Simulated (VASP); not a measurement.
# Ca2BiRh2 (I4/mmm) in VASP: single point with PBE

Aim: the single point of Ca2BiRh2 with PBE.

All numbers are computed with VASP 6.6.1; they aren't measurements. Logs are shortened: lines on timing, memory, paths and dates and some standing lists are left out, and cuts for length are marked.

### 1 The cell of the first run

Symmetry: I4/mmm, No. 139, tetragonal system. Conventional cell: a = 3.671 Å, b = 3.671 Å, c = 18.457 Å, α = 90.00°, β = 90.00°, γ = 90.00°. Within 3.4 Å of Rh (site symmetry -4m2) lie 4 Rh at 2.60 Å and 4 Ca at 2.97 Å. Within 3.9 Å of Ca (site symmetry 4mm) lie 4 Rh at 2.97 Å and 4 Bi at 3.45 Å and 4 Ca at 3.67 Å. Within 4.5 Å of Bi (site symmetry 4/mmm) lie 8 Ca at 3.45 Å and 4 Bi at 3.67 Å.

### 2 Single point, PBE

File INCAR:

```
ALGO = Normal
EDIFF = 1E-6
ENCUT = 520
GGA = PE
ISIF = 2
ISMEAR = -1
LASPH = True
LCHARG = False
LREAL = False
LWAVE = False
NBANDS = 40
NELM = 80
PREC = Accurate
SIGMA = 0.1
```

File KPOINTS:

```
k-points
0
Gamma
  7 7 7
```

File POSCAR:

```
Ca2BiRh2
1.0
    0.0000000000      3.6714928266     -0.0000001390
    3.6714928266      0.0000000000     -0.0000001390
    1.8357460639      1.8357460639     -9.2286367160
Rh Ca Bi
2 2 1
Direct
    0.2500000000      0.7500000000      0.5000000000
    0.7500000000      0.2500000000      0.5000000000
    0.3766821715      0.3766821715      0.2466356569
    0.6233178285      0.6233178285      0.7533643431
    0.0000000000      0.0000000000      0.0000000000
```

Potentials or basis: VASP PAW PBE potentials, release 64 (Rh_pv, Ca_sv, Bi_d).

Run with:

```
> cat potpaw_PBE.64/Rh_pv/POTCAR potpaw_PBE.64/Ca_sv/POTCAR potpaw_PBE.64/Bi_d/POTCAR > POTCAR
> mpirun -np 1 vasp_std > vasp.out
```

OUTCAR:

```text
EDIFF = 1E-6
   ENCUT = 520
   GGA = PE
   ISIF = 2
   ISMEAR = -1
   LASPH = True
   LREAL = False
   NELM = 80
   PREC = Accurate

 ion  position               nearest neighbor table
   1  0.250  0.750  0.500-   2 2.60   2 2.60   2 2.60   2 2.60   4 2.97   3 2.97   3 2.97   4 2.97

   2  0.750  0.250  0.500-   1 2.60   1 2.60   1 2.60   1 2.60   3 2.97   4 2.97   3 2.97   4 2.97

   3  0.377  0.377  0.247-   1 2.97   2 2.97   1 2.97   2 2.97   5 3.45   5 3.45   5 3.45   5 3.45

   4  0.623  0.623  0.753-   1 2.97   2 2.97   1 2.97   2 2.97   5 3.45   5 3.45   5 3.45   5 3.45

   5  0.000  0.000  0.000-   3 3.45   4 3.45   4 3.45   4 3.45   3 3.45   3 3.45   4 3.45   3 3.45

  LATTYP: Found a body centered tetragonal cell.
 ALAT       =     3.6714928266
 C/A-ratio  =     5.0271848607

  Lattice vectors:

 A1 = (  -1.8357460639,   1.8357467627,   9.2286365770)
 A2 = (   1.8357467627,  -1.8357460639,   9.2286365770)
 A3 = (   1.8357460639,   1.8357460639,  -9.2286367160)

Analysis of symmetry for initial positions (statically):
=====================================================================
 Subroutine PRICEL returns:
 Original cell was already a primitive cell.

 Routine SETGRP: Setting up the symmetry group for a
 body centered tetragonal supercell.

 Subroutine GETGRP returns: Found 16 space group operations
 (whereof 16 operations were pure point group operations)
 out of a pool of 16 trial point group operations.

The static configuration has the point symmetry D_4h.

Analysis of symmetry for dynamics (positions and initial velocities):
=====================================================================
 Subroutine PRICEL returns:
 Original cell was already a primitive cell.

 Routine SETGRP: Setting up the symmetry group for a
 body centered tetragonal supercell.

 Subroutine GETGRP returns: Found 16 space group operations
 (whereof 16 operations were pure point group operations)
 out of a pool of 16 trial point group operations.

The dynamic configuration has the point symmetry D_4h.

 Subroutine INISYM returns: Found 16 space group operations
 (whereof 16 operations are pure point group operations),
 and found     1 'primitive' translations

----------------------------------------------------------------------------------------

                                     Primitive cell

  volume of cell :     124.4007

[... 87 lines left out ...]
   ICHARG =      2    charge: 1-file 2-atom 10-const
   ISPIN  =      1    spin polarized calculation?
   LNONCOLLINEAR =      F non collinear calculations
   LSORBIT =      F    spin-orbit coupling
   LASPH  =      T    aspherical Exc in radial PAW
   ENCUT  =  520.0 eV  38.22 Ry    6.18 a.u.   6.83  6.83 17.83*2*pi/ulx,y,z
   NELM   =     80;   NELMIN=  2; NELMDL= -5     # of ELM steps
   EDIFF  = 0.1E-05   stopping-criterion for ELM
   LREAL  =      F    real-space projection
   EDIFFG = 0.1E-04   stopping-criterion for IOM
   NSW    =      0    number of steps for IOM
   IBRION =     -1    ionic relax: 0-MD 1-quasi-New 2-CG
   NFREE  =      0    steps in history (QN), initial steepest desc. (CG)
   ISIF   =      2    stress and relaxation
   ISYM   =      2    0-nonsym 1-usesym 2-fastsym
   POTIM  = 0.5000    time-step for ionic-motion
   TEBEG  =    0.0;   TEEND  =   0.0 temperature during run
   PSTRESS=    0.0 pullay stress
   NELECT =      65.0000    total number of electrons
   NUPDOWN=      -1.0000    fix difference up-down
   EMIN   =  10.00;   EMAX   =-10.00  energy-range for DOS
   EFERMI =   0.00;   METHOD = LEGACY
   ISMEAR =    -1;   SIGMA  =   0.10  broadening in eV -4-tet -1-fermi 0-gaus
   EFERMI_NEDOS =   21; number of points for ismear=-14 and -15
   IALGO  =     38    algorithm
   IMIX   =      4    mixing-type and parameters
     AMIX     =   0.40;   BMIX     =  1.00
     AMIX_MAG =   1.60;   BMIX_MAG =  1.00
  volume/ion in A,a.u.               =      24.88       167.90
  Fermi-wavevector in a.u.,A,eV,Ry     =   1.318575  2.491746 23.655649  1.738641
  Thomas-Fermi vector in A             =   2.448535
   LORBIT       =      0    0 simple, 1 ext, 2 COOP (PROOUT), +10 PAW based schemes
   GGA     = PE    functional components
   LHFCALC =     F    Hartree Fock is set to
   AEXX    =    0.0000 exact exchange contribution
   IVDW    =     0    specifies the selected vdW correction
   LEPSILON=     F    determine dielectric tensor
   LRPA    =     F    only Hartree local field effects (RPA)
 non-spin polarized calculation
  energy-cutoff  :      520.00
  volume of cell :      124.40
 maximum number of plane-waves:      3378
   NGX = 13   NGY = 13   NGZ = 35

 number of electron      65.0000013 magnetization

 Free energy of the ion-electron system (eV)
  ---------------------------------------------------
  ext. energy  EPLUGINS =         0.00000000
  ---------------------------------------------------
  free energy    TOTEN  =       -23.77619343 eV

  energy without entropy =      -23.59529616  energy(sigma->0) =      -23.68574479

 E-fermi :   5.7577     XC(G=0): -10.1523

 val. band max:        5.7337949521   @ k =  -0.1429  -0.2857   0.2857
 cond. band min:       5.7611295539   @ k =  -0.1429  -0.1429   0.1429
 fundamental gap:      0.0273346018
 Fermi energy:         5.7577280118

 k-point     1 :       0.0000    0.0000    0.0000
  band No.  band energies     occupation
      1     -40.3718      2.00000
      2     -40.3718      2.00000
      3     -39.9098      2.00000
      4     -39.8839      2.00000
      5     -39.8839      2.00000
      6     -39.7917      2.00000
[... 1021 lines left out ...]
     39       8.5639      0.00000
     40       8.8392      0.00000

 [... further k-points ...]
[... 5 lines left out ...]
  --------------------------------------------------------------------------------------
  -------------------------------------------------------------------------------------
  Total        0.0338122      0.0338122      0.1123165      0.0000000      0.0000000      0.0000000
  in kB        0.4354734      0.4354734      1.4465422      0.0000000      0.0000000      0.0000000
  external PRESSURE =       0.7724963 kB  Pullay stress =       0.0000000 kB

 VOLUME and BASIS-vectors are now :
 -----------------------------------------------------------------------------
  energy-cutoff  :      520.00
  volume of cell :      124.40
      direct lattice vectors                 reciprocal lattice vectors
     0.000000000  3.671492827 -0.000000139     0.000000002  0.272368776  0.054179174
     3.671492827  0.000000000 -0.000000139     0.272368776  0.000000002  0.054179174
     1.835746064  1.835746064 -9.228636716    -0.000000004 -0.000000004 -0.108358368

 POSITION                                       TOTAL-FORCE (eV/Angst)
 -----------------------------------------------------------------------------------
      3.67149      1.83575     -4.61432        -0.000000     -0.000000     -0.000000
      1.83575      3.67149     -4.61432         0.000000      0.000000     -0.000000
      1.83575      1.83575     -2.27611         0.000000      0.000000      0.016603
      3.67149      3.67149     -6.95253        -0.000000     -0.000000     -0.016603
      0.00000      0.00000      0.00000         0.000000      0.000000     -0.000000
 -----------------------------------------------------------------------------------
    total drift:                                0.000000      0.000000     -0.000000

  FREE ENERGIE OF THE ION-ELECTRON SYSTEM (eV)
  ---------------------------------------------------
  free  energy   TOTEN  =       -23.7761934284 eV

  energy  without entropy=      -23.5952961611  energy(sigma->0) =      -23.68574479
```

OSZICAR:

```text
N       E                     dE             d eps       ncg     rms          rms(c)
DAV:   1     0.792919050360E+03    0.79292E+03   -0.35327E+04  3200   0.174E+03
DAV:   2     0.309180499288E+02   -0.76200E+03   -0.74166E+03  3304   0.545E+02
DAV:   3    -0.215292027372E+02   -0.52447E+02   -0.50257E+02  4560   0.142E+02
DAV:   4    -0.247194006434E+02   -0.31902E+01   -0.31448E+01  5168   0.276E+01
DAV:   5    -0.248491256942E+02   -0.12973E+00   -0.12967E+00  4864   0.440E+00    0.872E+00
DAV:   6    -0.238650699662E+02    0.98406E+00   -0.21178E+00  3896   0.896E+00    0.410E+00
DAV:   7    -0.238803743942E+02   -0.15304E-01   -0.91203E-01  4024   0.491E+00    0.276E+00
DAV:   8    -0.237904355106E+02    0.89939E-01   -0.69179E-01  4040   0.285E+00    0.129E+00
DAV:   9    -0.237761980613E+02    0.14237E-01   -0.82950E-02  4664   0.173E+00    0.185E-01
DAV:  10    -0.237759092257E+02    0.28884E-03   -0.91397E-03  4408   0.706E-01    0.889E-02
DAV:  11    -0.237761206948E+02   -0.21147E-03   -0.84770E-04  4120   0.163E-01    0.385E-02
DAV:  12    -0.237761892299E+02   -0.68535E-04   -0.13616E-04  4896   0.534E-02    0.139E-02
DAV:  13    -0.237761935197E+02   -0.42898E-05   -0.14421E-05  3752   0.204E-02    0.303E-03
DAV:  14    -0.237761934284E+02    0.91311E-07   -0.78642E-07  2584   0.705E-03
   1 F= -.23776193E+02 E0= -.23685745E+02  d E =-.180897E+00
```

stdout:

```text
POSCAR found type information on POSCAR RhCaBi
 POSCAR found :  3 types and       5 ions
 scaLAPACK will be used
 LDA part: xc-table for (Slater+PW92), standard interpolation
 POSCAR, INCAR and KPOINTS ok, starting setup
 FFT: planning ... GRIDC
 FFT: planning ... GRID_SOFT
 FFT: planning ... GRID
 WAVECAR not read
 entering main loop
```

Wall time 4.6 min (1 thread of AMD EPYC 7R13, shared host); peak memory 0.31 GiB.

Results:

```yaml
Free_energy: -23.7762 eV
Pressure: 0.1 GPa
Largest_force: 0.017 eV/Å
```

Forces on the atoms (eV/Å):
```
Rh   0.000  0.000  0.000
Rh   0.000  0.000  0.000
Ca   0.000  0.000  0.017
Ca   0.000  0.000 -0.017
Bi   0.000  0.000  0.000
```

Stress tensor (GPa, compression positive):
```
0.04 0.00 0.00
0.00 0.04 0.00
0.00 0.00 0.14
```

Caveat: spin-orbit coupling is left out, which moves the levels of the heavy elements.
